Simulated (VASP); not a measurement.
Runs of VASP 6.6.1 on WC. The structure is that of space group I4/mmm (No. 139), or close to it. The cells are those of the table. 

```tsv
cell	gap on the mesh (eV)	pressure (GPa)
a = 3.194, b = 3.194, c = 2.891 Å, angles 63.1, 63.1, 53.8°, 2 atoms	none	26.6
a = 3.352, b = 3.352, c = 2.738 Å, angles 65.9, 65.9, 48.2°, 2 atoms	none	84.2
a = 2.987, b = 2.987, c = 3.449 Å, angles 54.7, 54.7, 70.5°, 2 atoms	none	95.0
a = 3.010, b = 3.010, c = 3.244 Å, angles 57.4, 57.4, 65.2°, 2 atoms	none	(a)
```

Alike in all rows: task single point; level PBEsol; potentials or basis VASP PAW PBE potentials, release 64 (W_sv, C); no spin polarisation; k mesh 26 × 26 × 26; cutoff (eV) 520; smearing gaussian 0.15 eV.

Problem. Estimate the missing entries.

Solution. (a) 24.1.

Caveats: the PAW data sets were made with another functional, which shifts forces and pressure a little; spin-orbit coupling is left out, which moves the levels of the heavy elements; the stress differs along the axes, from -30 to 55 GPa (at least some runs); the stress differs along the axes, from -18 to 135 GPa (at least some runs); the stress differs along the axes, from -26 to 336 GPa (at least some runs); the stress differs along the axes, from -22 to 116 GPa (at least some runs).

A k mesh can miss the band edges, and the runs leave out spin-orbit coupling on W.

A gap of «none» marks levels without a gap at the run's occupations.
